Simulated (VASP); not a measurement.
# YHfF3 (Pm-3m) in VASP: a series of runs, part 2 of 2

VASP 6.6.1. The steps go on from the part before.

### Step 3. Single point, PBE

This run uses another cell than the first one, of 17.44 Å³/atom, 1.324 times its volume.

INCAR

```
PREC     = Accurate       # precision mode
ENCUT    = 520            # plane-wave cutoff, eV
EDIFF    = 1E-6           # SCF threshold, eV
ISMEAR   = 0              # smearing method
SIGMA    = 0.1            # smearing width, eV
LREAL    = False          # projectors in reciprocal space
LASPH    = True           # aspherical terms in the spheres
NELM     = 100            # most SCF steps
ALGO     = Normal         # electronic algorithm
ISIF     = 2              # what is computed and relaxed
LWAVE    = False          # write WAVECAR
LCHARG   = True           # write CHGCAR
GGA      = PE             # functional
LELF     = True           # ELF
LVHAR    = True         
NBANDS   = 29             # bands
```

KPOINTS

```
regular mesh
0
Gamma
  4 4 4
```

POSCAR

```
YHfF3
1.0
    4.4347293659      0.0000000000      0.0000000000
    0.0000000000      4.4347293659      0.0000000000
    0.0000000000      0.0000000000      4.4347293659
Y Hf F
1 1 3
Direct
    0.5000000000      0.5000000000      0.5000000000
    0.0000000000      0.0000000000      0.0000000000
    0.5000000000      0.0000000000      0.0000000000
    0.0000000000      0.5000000000      0.0000000000
    0.0000000000      0.0000000000      0.5000000000
```

Potentials or basis: VASP PAW PBE potentials, release 64 (Y_sv, Hf_pv, F).

Command:

```
$ cat potpaw_PBE.64/Y_sv/POTCAR potpaw_PBE.64/Hf_pv/POTCAR potpaw_PBE.64/F/POTCAR > POTCAR
$ mpirun -np 1 vasp_std > vasp.out
```

OUTCAR:

```text
PREC = Accurate
   ENCUT = 520
   EDIFF = 1E-6
   ISMEAR = 0
   LREAL = False
   LASPH = True
   NELM = 100
   ISIF = 2
   GGA = PE

 ion  position               nearest neighbor table
   1  0.500  0.500  0.500-   2 3.84   2 3.84   2 3.84   2 3.84   2 3.84   2 3.84   2 3.84   2 3.84

   2  0.000  0.000  0.000-   3 2.22   4 2.22   5 2.22   5 2.22   4 2.22   3 2.22   1 3.84   1 3.84
                             1 3.84   1 3.84   1 3.84   1 3.84   1 3.84   1 3.84
   3  0.500  0.000  0.000-   2 2.22   2 2.22
   4  0.000  0.500  0.000-   2 2.22   2 2.22
   5  0.000  0.000  0.500-   2 2.22   2 2.22

  LATTYP: Found a simple cubic cell.
 ALAT       =     4.4347293659

  Lattice vectors:

 A1 = (   4.4347293659,   0.0000000000,   0.0000000000)
 A2 = (   0.0000000000,   4.4347293659,   0.0000000000)
 A3 = (   0.0000000000,   0.0000000000,   4.4347293659)

Analysis of symmetry for initial positions (statically):
=====================================================================
 Subroutine PRICEL returns:
 Original cell was already a primitive cell.

[... 162 lines left out ...]

 val. band max:        4.9093433945   @ k =   0.5000   0.2500   0.0000
 cond. band min:       4.9542498022   @ k =   0.5000   0.5000   0.2500
 fundamental gap:      0.0449064077
 Fermi energy:         4.9410384184

 k-point     1 :       0.0000    0.0000    0.0000
  band No.  band energies     occupation
      1     -39.5100      2.00000
      2     -28.2701      2.00000
      3     -28.2701      2.00000
      4     -28.2701      2.00000
      5     -21.9623      2.00000
      6     -21.7588      2.00000
[... 309 lines left out ...]
     28       6.9718      0.00000
     29       9.9816      0.00000

------------------------ aborting loop because EDIFF is reached ----------------------------------------

  FORCE on cell =-STRESS in cart. coord.  units (eV):
  Direction    XX          YY          ZZ          XY          YZ          ZX
  --------------------------------------------------------------------------------------
  -------------------------------------------------------------------------------------
  Total       -0.6820685     -0.6820685     -0.6820685     -0.0000000     -0.0000000      0.0000000
  in kB      -12.5296005    -12.5296005    -12.5296005     -0.0000000     -0.0000000      0.0000000
  external PRESSURE =     -12.5296005 kB  Pullay stress =       0.0000000 kB

 VOLUME and BASIS-vectors are now :
 -----------------------------------------------------------------------------
  energy-cutoff  :      520.00
  volume of cell :       87.22
      direct lattice vectors                 reciprocal lattice vectors
     4.434729366  0.000000000  0.000000000     0.225492903  0.000000000  0.000000000
     0.000000000  4.434729366  0.000000000     0.000000000  0.225492903  0.000000000
     0.000000000  0.000000000  4.434729366     0.000000000  0.000000000  0.225492903

 POSITION                                       TOTAL-FORCE (eV/Angst)
 -----------------------------------------------------------------------------------
      2.21736      2.21736      2.21736         0.000000      0.000000      0.000000
      0.00000      0.00000      0.00000         0.000000      0.000000      0.000000
      2.21736      0.00000      0.00000         0.000000      0.000000      0.000000
      0.00000      2.21736      0.00000         0.000000      0.000000      0.000000
      0.00000      0.00000      2.21736         0.000000      0.000000      0.000000
 -----------------------------------------------------------------------------------
    total drift:                                0.000000      0.000000     -0.000000

  FREE ENERGIE OF THE ION-ELECTRON SYSTEM (eV)
  ---------------------------------------------------
  free  energy   TOTEN  =       -30.7502067061 eV

  energy  without entropy=      -30.6980052625  energy(sigma->0) =      -30.72410598
```

stdout:

```text
POSCAR found type information on POSCAR Y HfF
 POSCAR found :  3 types and       5 ions
 scaLAPACK will be used
 LDA part: xc-table for (Slater+PW92), standard interpolation
 POSCAR, INCAR and KPOINTS ok, starting setup
 FFT: planning ... GRIDC
 FFT: planning ... GRID_SOFT
 FFT: planning ... GRID
 WAVECAR not read
 entering main loop
```

Run time: 19 s. Hardware: 1 thread of Intel Xeon 6975P-C (Granite Rapids), shared host; peak memory 0.21 GiB.

What came out:

* Free energy: -30.7502 eV
* Pressure: -1.3 GPa
* Band gap on the k mesh: zero (band 21 reaches 5.15 eV, above the bottom of band 22 at 4.23 eV)

Levels at points of the mesh, in eV from the Fermi level:
```tsv
k point	band 16	band 17	band 18	band 19	band 20	band 21	band 22	band 23	band 24	band 25
(0.00, 0.00, 0.00)	-7.81	-7.80	-7.80	-7.80	-2.87	-0.71	-0.71	-0.71	-0.46	-0.46
(0.50, 0.00, 0.00)	-8.20	-7.99	-7.85	-7.85	-0.66	-0.14	-0.10	0.27	0.57	0.57
(0.50, 0.50, 0.00)	-8.29	-8.07	-8.07	-7.41	-0.16	0.14	0.14	0.23	1.27	2.15
(0.50, 0.50, 0.50)	-9.01	-7.40	-7.40	-7.40	0.07	0.07	0.07	1.25	1.25	1.25
```

Caveat: spin-orbit coupling is left out, which moves the levels of the heavy elements.

### Step 4. Relaxation of cell and atoms, PBE

INCAR

```
SYSTEM = YHfF3
ALGO = Normal ; EDIFF = 1E-6
EDIFFG = -0.04 ; ENCUT = 600
GGA = PE ; IBRION = 2
ISIF = 3 ; ISMEAR = 0
LASPH = .True. ; LCHARG = .False.
LREAL = .False. ; LWAVE = .False.
NELM = 80 ; NSW = 90
PREC = Accurate ; SIGMA = 0.1
```

KPOINTS

```
k-points
0
Gamma
  4 4 4
  0 0 0
```

POSCAR: that of step 3 with these lines changed.

```diff
@@ -2,5 +2,5 @@
 1.0
-    4.4347293659      0.0000000000      0.0000000000
-    0.0000000000      4.4347293659      0.0000000000
-    0.0000000000      0.0000000000      4.4347293659
+    4.0382074100      0.0000000000      0.0000000000
+    0.0000000000      4.0382074100      0.0000000000
+    0.0000000000      0.0000000000      4.0382074100
 Y Hf F
```

Command:

```
$ cat potpaw_PBE.64/Y_sv/POTCAR potpaw_PBE.64/Hf_pv/POTCAR potpaw_PBE.64/F/POTCAR > POTCAR
$ mpirun -np 1 vasp_std > vasp.out
```

Wall time 44 s (1 thread of Intel Xeon 6975P-C (Granite Rapids), shared host); peak memory 0.2 GiB.

The run converged. Its results:

- Free energy: -30.7259 eV
- Relaxed volume: 17.09 Å³/atom
- Relaxed cell: a = 4.404 Å, b = 4.404 Å, c = 4.404 Å, α = 90.00°, β = 90.00°, γ = 90.00°
- Space group after relaxing (to 0.05 Å): Pm-3m (No. 221)
- Energy gained by relaxing: 311.4 meV/atom
- Ionic steps: 4
- Pressure after relaxing: 0.0 GPa

Step by step:
| step | energy change (eV) | largest force (eV/Å) | pressure (GPa) | volume (Å³) |
| --- | --- | --- | --- | --- |
| 1 | 0.0000 | 0.0000 | 32.92 | 65.85 |
| 2 | -1.3350 | 0.0000 | -6.93 | 95.16 |
| 3 | -1.5556 | 0.0000 | 0.65 | 84.66 |
| 4 | -1.5572 | 0.0000 | 0.00 | 85.43 |

Final structure:
```yaml
crystal:
  lattice:
    - [4.40424, 0.00000, 0.00000]
    - [0.00000, 4.40424, 0.00000]
    - [0.00000, 0.00000, 4.40424]
  atoms:
    - { symbol: Y, position: [0.50000, 0.50000, 0.50000] }
    - { symbol: Hf, position: [0.00000, 0.00000, 0.00000] }
    - { symbol: F, position: [0.50000, 0.00000, 0.00000] }
    - { symbol: F, position: [0.00000, 0.50000, 0.00000] }
    - { symbol: F, position: [0.00000, 0.00000, 0.50000] }
```

Levels at points of the mesh, in eV from the Fermi level:
| k point | band 16 | band 17 | band 18 | band 19 | band 20 | band 21 | band 22 | band 23 | band 24 | band 25 |
| --- | --- | --- | --- | --- | --- | --- | --- | --- | --- | --- |
| (0.00, 0.00, 0.00) | -7.95 | -7.93 | -7.93 | -7.93 | -2.88 | -0.74 | -0.74 | -0.74 | -0.50 | -0.50 |
| (0.50, 0.00, 0.00) | -8.35 | -8.14 | -7.99 | -7.99 | -0.65 | -0.16 | -0.05 | 0.25 | 0.58 | 0.58 |
| (0.50, 0.50, 0.00) | -8.44 | -8.21 | -8.21 | -7.54 | -0.15 | 0.14 | 0.14 | 0.25 | 1.29 | 2.20 |
| (0.50, 0.50, 0.50) | -9.18 | -7.52 | -7.52 | -7.52 | 0.06 | 0.06 | 0.06 | 1.29 | 1.29 | 1.29 |

Caveat: the k points lie up to 0.36 Å⁻¹ apart in the final cell; the volume moved by over 15 % at a fixed basis, so the end points are rough; the bands computed are all filled at some k points, so no gap is given; spin-orbit coupling is left out, which moves the levels of the heavy elements.

### Step 5. Summary

```csv
task,cell,cutoff (eV),gap on the mesh (eV),pressure (GPa)
single point,"a = 4.038 Å, 5 atoms",520,none,33.0
single point,"a = 4.435 Å, 5 atoms",520,none,-1.3
relaxation of cell and atoms,"relaxed from a = 4.038 Å, 5 atoms",600,-,0.0
```

Alike in all rows: level PBE; potentials or basis VASP PAW PBE potentials, release 64 (Y_sv, Hf_pv, F); no spin polarisation; k mesh 4 × 4 × 4; smearing gaussian 0.1 eV.

Caveats: some runs use coarse meshes; spin-orbit coupling is left out, which moves the levels of the heavy elements; the volume moved by over 15 % at a fixed basis, so the end points are rough (some runs); the bands computed are all filled at some k points, so no gap is given (some runs).

Total energies depend on the potentials used, so only differences within one code and one set of settings carry meaning.
